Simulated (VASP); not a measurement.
# Hf (Im-3m) in VASP: a series of runs, part 2 of 2

VASP 6.6.1. Earlier steps stand in the parts before.

**4. Relaxation of cell and atoms, r2SCAN**

POSCAR

```
Hf
1.0
   -1.8050000000      1.8050000000      1.8050000000
    1.8050000000     -1.8050000000      1.8050000000
    1.8050000000      1.8050000000     -1.8050000000
Hf
1
Direct
    0.0000000000      0.0000000000      0.0000000000
```

INCAR.step1

```
  PREC = Accurate
  ENCUT = 600
  ISMEAR = 0
  SIGMA = 0.1
  LREAL = F
  LASPH = T
  NELM = 100
  GGA = PE
  ALGO = Normal
  EDIFF = 1E-4
  LWAVE = T
  LCHARG = F
```

INCAR.step2

```
  PREC = Accurate
  ENCUT = 600
  EDIFF = 1E-6
  ISMEAR = 0
  SIGMA = 0.1
  LREAL = F
  LASPH = T
  NELM = 100
  ALGO = Normal
  ISIF = 3
  LWAVE = F
  LCHARG = F
  METAGGA = R2SCAN
  LMIXTAU = T
  IBRION = 2
  NSW = 100
  EDIFFG = -0.005
  ISTART = 1
```

KPOINTS

```
regular mesh
0
Gamma
  16 16 16
```

Potentials or basis: VASP PAW PBE potentials, release 64 (Hf_pv).

Started as:

```console
$ cat potpaw_PBE.64/Hf_pv/POTCAR > POTCAR
$ cp INCAR.step1 INCAR
$ mpirun -np 1 vasp_std > vasp.out
$ cp INCAR.step2 INCAR
$ mpirun -np 1 vasp_std > vasp.out
```

OUTCAR:

```text
PREC = Accurate
   ENCUT = 600
   EDIFF = 1E-6
   ISMEAR = 0
   LREAL = F
   LASPH = T
   NELM = 100
   ISIF = 3
   METAGGA = R2SCAN
   IBRION = 2
   NSW = 100
   EDIFFG = -0.005
   ISTART = 1

 ion  position               nearest neighbor table
   1  0.000  0.000  0.000-

  LATTYP: Found a body centered cubic cell.
 ALAT       =     3.6100000000

  Lattice vectors:

 A1 = (  -1.8050000000,   1.8050000000,   1.8050000000)
 A2 = (   1.8050000000,  -1.8050000000,   1.8050000000)
 A3 = (   1.8050000000,   1.8050000000,  -1.8050000000)

Analysis of symmetry for initial positions (statically):
=====================================================================
 Subroutine PRICEL returns:
 Original cell was already a primitive cell.

 Routine SETGRP: Setting up the symmetry group for a
 body centered cubic supercell.

 Subroutine GETGRP returns: Found 48 space group operations
 (whereof 48 operations were pure point group operations)
 out of a pool of 48 trial point group operations.

The static configuration has the point symmetry O_h .

Analysis of symmetry for dynamics (positions and initial velocities):
=====================================================================
 Subroutine PRICEL returns:
 Original cell was already a primitive cell.

 Routine SETGRP: Setting up the symmetry group for a
 body centered cubic supercell.

 Subroutine GETGRP returns: Found 48 space group operations
 (whereof 48 operations were pure point group operations)
 out of a pool of 48 trial point group operations.

The dynamic configuration has the point symmetry O_h .

 Subroutine INISYM returns: Found 48 space group operations
 (whereof 48 operations are pure point group operations),
 and found     1 'primitive' translations

----------------------------------------------------------------------------------------

                                     Primitive cell

  volume of cell :      23.5229

  direct lattice vectors                    reciprocal lattice vectors
    -1.805000000  1.805000000  1.805000000     0.000000000  0.277008310  0.277008310
     1.805000000 -1.805000000  1.805000000     0.277008310  0.000000000  0.277008310
     1.805000000  1.805000000 -1.805000000     0.277008310  0.277008310  0.000000000

  length of vectors
     3.126351708  3.126351708  3.126351708     0.391748909  0.391748909  0.391748909

  position of ions in fractional coordinates (direct lattice)
     0.000000000  0.000000000  0.000000000

  ion indices of the primitive-cell ions
   primitive index   ion index
                 1           1

----------------------------------------------------------------------------------------

 KPOINTS: regular mesh

Automatic generation of k-mesh.
 Grid dimensions read from file:
 generate k-points for:   16   16   16

 Generating k-lattice:

  Cartesian coordinates                     Fractional coordinates (reciprocal lattice)
     0.000000000  0.017313019  0.017313019     0.062500000  0.000000000  0.000000000
     0.017313019  0.000000000  0.017313019     0.000000000  0.062500000  0.000000000
     0.017313019  0.017313019  0.000000000     0.000000000  0.000000000  0.062500000
[... 46 lines left out ...]
   NGXF,Y,Z  is equivalent  to a cutoff of  29.78, 29.78, 29.78 a.u.
 SYSTEM =  unknown system
   PREC   = accura    normal or accurate (medium, high low for compatibility)
   ISTART =      1    job   : 0-new  1-cont  2-samecut
   ICHARG =      0    charge: 1-file 2-atom 10-const
   ISPIN  =      1    spin polarized calculation?
   LNONCOLLINEAR =      F non collinear calculations
   LSORBIT =      F    spin-orbit coupling
   LASPH  =      T    aspherical Exc in radial PAW
   ENCUT  =  600.0 eV  44.10 Ry    6.64 a.u.   6.24  6.24  6.24*2*pi/ulx,y,z
   NELM   =    100;   NELMIN=  2; NELMDL=  0     # of ELM steps
   EDIFF  = 0.1E-05   stopping-criterion for ELM
   LREAL  =      F    real-space projection
   EDIFFG = -.5E-02   stopping-criterion for IOM
   NSW    =    100    number of steps for IOM
   IBRION =      2    ionic relax: 0-MD 1-quasi-New 2-CG
   NFREE  =      1    steps in history (QN), initial steepest desc. (CG)
   ISIF   =      3    stress and relaxation
   ISYM   =      2    0-nonsym 1-usesym 2-fastsym
   POTIM  = 0.5000    time-step for ionic-motion
   TEBEG  =    0.0;   TEEND  =   0.0 temperature during run
   PSTRESS=    0.0 pullay stress
   NELECT =      10.0000    total number of electrons
   NUPDOWN=      -1.0000    fix difference up-down
   EMIN   =  10.00;   EMAX   =-10.00  energy-range for DOS
   EFERMI =   0.00;   METHOD = LEGACY
   ISMEAR =     0;   SIGMA  =   0.10  broadening in eV -4-tet -1-fermi 0-gaus
   EFERMI_NEDOS =   21; number of points for ismear=-14 and -15
   IALGO  =     38    algorithm
   IMIX   =      4    mixing-type and parameters
     AMIX     =   0.40;   BMIX     =  1.00
     AMIX_MAG =   1.60;   BMIX_MAG =  1.00
  volume/ion in A,a.u.               =      23.52       158.74
  Fermi-wavevector in a.u.,A,eV,Ry     =   1.230961  2.326179 20.616432  1.515265
  Thomas-Fermi vector in A             =   2.365789
   LORBIT       =      0    0 simple, 1 ext, 2 COOP (PROOUT), +10 PAW based schemes
   METAGGA = R2SCAN    functional components
   LHFCALC =     F    Hartree Fock is set to
   AEXX    =    0.0000 exact exchange contribution
   IVDW    =     0    specifies the selected vdW correction
   LEPSILON=     F    determine dielectric tensor
   LRPA    =     F    only Hartree local field effects (RPA)
 conjugate gradient relaxation of ions
 non-spin polarized calculation
 Gauss-broadening in eV      SIGMA  =   0.10
  energy-cutoff  :      600.00
  volume of cell :       23.52
 maximum number of plane-waves:       798
 NGX is ok and might be reduce to    28
   NGX = 13   NGY = 13   NGZ = 13

--------------------------------------- Ionic step        1  -------------------------------------------

 number of electron       9.9999999 magnetization

 Free energy of the ion-electron system (eV)
  ---------------------------------------------------
  ext. energy  EPLUGINS =         0.00000000
  ---------------------------------------------------
  free energy    TOTEN  =       -44.91677465 eV

  energy without entropy =      -44.90676854  energy(sigma->0) =      -44.91177160

------------------------ aborting loop because EDIFF is reached ----------------------------------------

  FORCE on cell =-STRESS in cart. coord.  units (eV):
  Direction    XX          YY          ZZ          XY          YZ          ZX
  --------------------------------------------------------------------------------------
  -------------------------------------------------------------------------------------
  Total       -0.8718789     -0.8718789     -0.8718789     -0.0000000      0.0000000      0.0000000
  in kB      -59.3847777    -59.3847777    -59.3847777     -0.0000000      0.0000000      0.0000000
  external PRESSURE =     -59.3847777 kB  Pullay stress =       0.0000000 kB
[... 127 lines left out ...]
--------------------------------------- Ionic step        5  -------------------------------------------

 number of electron      10.0000001 magnetization

 Free energy of the ion-electron system (eV)
  ---------------------------------------------------
  ext. energy  EPLUGINS =         0.00000000
  ---------------------------------------------------
  free energy    TOTEN  =       -44.94501483 eV

  energy without entropy =      -44.93608901  energy(sigma->0) =      -44.94055192

 E-fermi :   4.5427     XC(G=0): -12.2385

 val. band max:        4.5400839837   @ k =  -0.3750   0.3750   0.0625
 cond. band min:       4.5469930708   @ k =   0.2500   0.2500   0.0000
 fundamental gap:      0.0069090870
 Fermi energy:         4.5426676366

 k-point     1 :       0.0000    0.0000    0.0000
  band No.  band energies     occupation
      1     -26.3684      2.00000
      2     -26.3684      2.00000
      3     -26.3684      2.00000
      4      -2.8840      2.00000
      5       6.3334      0.00000
      6       6.3334      0.00000
      7       6.3334      0.00000
      8       9.1965      0.00000
      9       9.1965      0.00000
[... 265 lines left out ...]
 k-point    24 :       0.2500    0.1875    0.0000
  band No.  band energies     occupation
      1     -27.0593      2.00000
      2     -26.6511      2.00000
      3     -26.4432      2.00000
      4       1.2113      2.00000
      5       4.0764      2.00000
      6       4.6449      0.14840
      7       8.5952      0.00000
      8       9.9918      0.00000
      9      11.4169      0.00000

 [... further k-points ...]

------------------------ aborting loop because EDIFF is reached ----------------------------------------

  FORCE on cell =-STRESS in cart. coord.  units (eV):
  Direction    XX          YY          ZZ          XY          YZ          ZX
  --------------------------------------------------------------------------------------
  -------------------------------------------------------------------------------------
  Total       -0.0030813     -0.0030813     -0.0030813      0.0000000      0.0000000      0.0000000
  in kB       -0.2237445     -0.2237445     -0.2237445      0.0000000      0.0000000      0.0000000
  external PRESSURE =      -0.2237445 kB  Pullay stress =       0.0000000 kB
[... 16 lines left out ...]
  FREE ENERGIE OF THE ION-ELECTRON SYSTEM (eV)
  ---------------------------------------------------
  free  energy   TOTEN  =       -44.9450148329 eV

  energy  without entropy=      -44.9360890052  energy(sigma->0) =      -44.94055192

 reached required accuracy - stopping structural energy minimisation
```

OSZICAR.step1:

```text
N       E                     dE             d eps       ncg     rms          rms(c)
DAV:   1     0.734761444061E+01    0.73476E+01   -0.64407E+03  2610   0.114E+03
DAV:   2    -0.981190062178E+01   -0.17160E+02   -0.16701E+02  3952   0.138E+02
DAV:   3    -0.101032493206E+02   -0.29135E+00   -0.28822E+00  3139   0.134E+01
DAV:   4    -0.101045359574E+02   -0.12866E-02   -0.12842E-02  3179   0.938E-01
DAV:   5    -0.101045433073E+02   -0.73499E-05   -0.73498E-05  3099   0.523E-02    0.440E+01
DAV:   6    -0.981891448345E+01    0.28563E+00   -0.31217E-01  2725   0.446E+00    0.253E+01
DAV:   7    -0.973059870407E+01    0.88316E-01   -0.41508E-01  2767   0.493E+00    0.107E+00
DAV:   8    -0.972610807172E+01    0.44906E-02   -0.23554E-02  2761   0.128E+00    0.251E-01
DAV:   9    -0.972607271913E+01    0.35353E-04   -0.36728E-04  2886   0.195E-01
   1 F= -.97260727E+01 E0= -.97213693E+01  d E =-.940690E-02
```

Wall time 15 min (1 thread of Intel Xeon 8259CL, shared host); peak memory 0.21 GiB.

What came out:

* Free energy: -44.9450 eV
* Relaxed volume: 22.06 Å³/atom
* Relaxed cell: a = 3.060 Å, b = 3.060 Å, c = 3.060 Å, α = 109.47°, β = 109.47°, γ = 109.47°
* Space group after relaxing (to 0.1 Å): Im-3m (No. 229)
* Energy gained by relaxing: 28.2 meV/atom
* Ionic steps: 5
* Pressure after relaxing: 0.0 GPa
* Band gap on the k mesh: zero (bands 5 and 6 overlap by 2.53 eV)

The path:
| step | energy change (eV) | largest force (eV/Å) | pressure (GPa) | volume (Å³) |
| --- | --- | --- | --- | --- |
| 1 | 0.0000 | 0.0000 | -5.94 | 23.52 |
| 2 | 0.0018 | 0.0000 | 7.32 | 20.68 |
| 3 | -0.0282 | 0.0000 | -0.09 | 22.07 |
| 4 | -0.0282 | 0.0000 | 0.05 | 22.05 |
| 5 | -0.0282 | 0.0000 | -0.02 | 22.06 |

Final structure:
```
Hf
1.0
    -1.76690    1.76690    1.76690
     1.76690   -1.76690    1.76690
     1.76690    1.76690   -1.76690
Hf
1
Direct
  0.00000 0.00000 0.00000
```

Levels at points of the mesh, in eV from the Fermi level:
```tsv
k point	band 3	band 4	band 5	band 6	band 7	band 8
(0.00, 0.00, 0.00)	-30.91	-7.43	1.79	1.79	1.79	4.65
(0.50, 0.00, 0.00)	-30.92	-3.51	-0.40	0.92	4.54	5.55
(0.50, 0.50, 0.50)	-31.52	-2.76	-2.76	7.21	7.21	7.21
```

Caveat: the PAW data sets were made with another functional, which shifts forces and pressure a little; spin-orbit coupling is left out, which moves the levels of the heavy elements.

**5. The runs side by side**

```tsv
task	cell	cutoff (eV)	gap on the mesh (eV)	pressure (GPa)
single point	a = 3.126 Å, angles 109.5°, 1 atom	520	none	-5.9
single point	a = 3.163 Å, angles 109.5°, 1 atom	520	none	-8.7
relaxation of cell and atoms	relaxed from a = 3.126 Å, angles 109.5°, 1 atom	600	none	0.0
```

Alike in all rows: level r2SCAN; potentials or basis VASP PAW PBE potentials, release 64 (Hf_pv); no spin polarisation; k mesh 16 × 16 × 16; smearing gaussian 0.1 eV.

Caveats: the PAW data sets were made with another functional, which shifts forces and pressure a little; spin-orbit coupling is left out, which moves the levels of the heavy elements; the cell stands under tension (at least some runs).

Total energies depend on the potentials used, so only differences within one code and one set of settings carry meaning.

The gap in the log of VASP goes by the Fermi energy; the results here count the filled bands.